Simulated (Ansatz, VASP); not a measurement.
This is a calculation of Ni for Ansatz 0.2.0.

The input input.yaml:

```yaml
crystal:
  lattice:
    - [2.4480228978, 0.0, 0.0]
    - [-1.2240114489, 2.1200500186, 0.0]
    - [0.0, 0.0, 4.07280757]
  atoms:
    - { symbol: Ni, position: [0.6666666667, 0.3333333333, 0.75], spin: 1.25 }
    - { symbol: Ni, position: [0.3333333333, 0.6666666667, 0.25], spin: 1.25 }
hamiltonian:
  xc: pbe
  pseudopotentials: { kind: paw }
magnetization:
  spin_polarized: true
  initial_magnetization: 2.5
  spin_locking: { lock_magnetization: hard }
kpoints:
  mp_grid: { grid: [10, 10, 6] }
scf:
  occupations: { method: fermi_dirac, width: 0.05 }
  lower_state_search: "off"
output:
  forces: true
  stress: true
  eigenvalues: true
```

Potentials or basis: Ansatz PAW.

The run is started by

```bash
$ ansatz run input.yaml --threads 2 --pin off --max-ram 5632MiB --backend cpu --events-out ev --progress --plain --runs-dir out
```

Task: Set up the same calculation for VASP 6.6.1. Potentials there: VASP PAW PBE potentials, release 64 (Ni_sv_GW).

Result: As run (the cutoff follows the program's own potentials):

The input INCAR:

```
SYSTEM = Ni
PREC = Accurate ; ENCUT = 590
EDIFF = 1E-6 ; ISMEAR = -1
SIGMA = 0.05 ; LREAL = .FALSE.
LASPH = .TRUE. ; NELM = 200
ALGO = Normal ; ISIF = 2
LWAVE = .FALSE. ; LCHARG = .FALSE.
ISPIN = 2 ; MAGMOM = 1.25 1.25
LORBIT = 11 ; NUPDOWN = 2.5
LMAXMIX = 4 ; GGA = PE
NBANDS = 29 ; GGA_COMPAT = .FALSE.
```

KPOINTS

```
regular mesh
0
G
  10 10 6
  0 0 0
```

POSCAR

```
Ni
1.0
    2.4480228978      0.0000000000      0.0000000000
   -1.2240114489      2.1200500186      0.0000000000
    0.0000000000      0.0000000000      4.0728075700
Ni
2
Direct
    0.6666666667      0.3333333333      0.7500000000
    0.3333333333      0.6666666667      0.2500000000
```

Potentials or basis: VASP PAW PBE potentials, release 64 (Ni_sv_GW).

Command:

```sh
$ cat potpaw_PBE.64/Ni_sv_GW/POTCAR > POTCAR
$ mpirun -np 1 vasp_std > vasp.out
```

Both were run:

|  | VASP | Ansatz | Ansatz less VASP |
| --- | --- | --- | --- |
| pressure (GPa) | 9.6 | 13.9 | +4.30 |
| traceless stress, the component that is largest in VASP (GPa) | -5.12 | -5.09 | +0.024 |
| net moment per atom (μB) | 1.25 | 1.25 | 0.000 |
| size of the moment on the site where the two differ most (μB) | 1.22 | 1.22 | -0.003 |

Site moments also hang on the region over which each program counts them.
